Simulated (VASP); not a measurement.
# LiF: single point with LDA

LiF:

```xyz
4
Lattice="3.0609 0.0000 0.0000 -1.5305 2.6509 0.0000 0.0000 0.0000 4.6631" Properties=species:S:1:pos:R:3 pbc="T T T"
Li    0.0000    1.7672    1.7774
Li    1.5305    0.8836    4.1089
F     0.0000    1.7672    4.6344
F     1.5305    0.8836    2.3028
```

This cell differs from its parent crystal: strain +0.000 along x and y, -0.030 along z.

* Program: VASP 6.6.1
* Task: single point
* Functional: LDA
* Potentials or basis: VASP PAW LDA potentials, release 64 (Li_sv, F)
* Cutoff: 520 eV
* k mesh: 9 × 9 × 6
* Occupations: gaussian, width 0.05 eV
* Spin: no spin polarisation

- Largest force: 0.136 eV/Å
- Band gap on the k mesh: 7.72 eV

Forces on the atoms (eV/Å):
```
Li   0.000  0.000  0.136
Li   0.000  0.000  0.136
F    0.000  0.000 -0.136
F    0.000  0.000 -0.136
```

Levels at points of the mesh, in eV from the valence-band top:
```tsv
k point	band 7	band 8	band 9	band 10	band 11	band 12	band 13	band 14
(0.00, 0.00, 0.00)	-0.59	-0.20	-0.20	0.00	7.72	12.15	15.53	18.20
(0.00, 0.00, 0.50)	-0.40	-0.40	-0.40	-0.40	9.46	9.46	17.86	17.86
```

It took 23 s on 1 thread of AMD EPYC 7R13, with other jobs on the host, peak memory 0.12 GiB.

Caveat: the cell differs from its parent crystal (strain +0.000 along x and y, -0.030 along z); an odd mesh through Γ misses points on the zone boundary, where band edges can lie.
